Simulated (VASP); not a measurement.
## Ir: single point with r2SCAN

Ir:

```xyz
2
Lattice="1.8836 1.8836 0.0000 -1.8836 1.8836 0.0000 0.0000 0.0000 3.8903" Properties=species:S:1:pos:R:3 pbc="T T T"
Ir    0.0000    0.0000    0.0000
Ir    0.0000    1.8836    1.9452
```

This cell differs from its parent crystal: biaxial strain in the a-b plane: -2.0 %.

```
Program                : VASP 6.6.1
Task                   : single point
Functional             : r2SCAN
Potentials or basis    : VASP PAW PBE potentials, release 64 (Ir)
Cutoff                 : 520 eV
k mesh                 : 20 × 20 × 14
Occupations            : gaussian, width 0.1 eV
Spin                   : no spin polarisation
Dipole correction      : no
Further INCAR settings : ALGO = Normal; EDIFF = 1e-06; NBANDS = 16
```

| Quantity | Value |
| --- | --- |
| Pressure | 14.7 GPa |
| Band gap on the k mesh | zero (bands 9 and 10 overlap by 3.81 eV) |

Stress tensor (GPa, compression positive):
```
19.33  0.00  0.00
 0.00 19.33  0.00
 0.00  0.00  5.48
```

Levels at points of the mesh, in eV from the Fermi level:
```csv
k point,band 6,band 7,band 8,band 9,band 10,band 11,band 12,band 13
"(0.00, 0.00, 0.00)",-3.97,-1.62,-1.01,0.96,1.33,1.64,1.64,10.84
"(0.50, 0.00, 0.00)",-4.86,-2.56,-2.56,-1.29,-1.29,3.41,3.41,12.10
"(0.50, 0.50, 0.00)",0.88,1.44,1.44,1.91,1.91,2.06,2.06,11.78
"(0.00, 0.00, 0.50)",-3.53,-1.83,-1.83,-1.83,-1.83,-0.09,-0.09,19.06
"(0.50, 0.00, 0.50)",-4.05,-0.74,-0.74,0.89,0.89,1.12,1.12,7.97
"(0.50, 0.50, 0.50)",-5.20,-2.02,-2.02,1.92,1.92,9.39,9.39,9.64
```

It took 6.8 min on 1 thread of Intel Xeon 8259CL, on a shared host, peak memory 0.3 GiB.

Caveat: the cell differs from its parent crystal (biaxial strain in the a-b plane: -2.0 %); the stress differs along the axes, from 5 to 19 GPa; the PAW data sets were made with another functional, which shifts forces and pressure a little; spin-orbit coupling is left out, which moves the levels of the heavy elements.
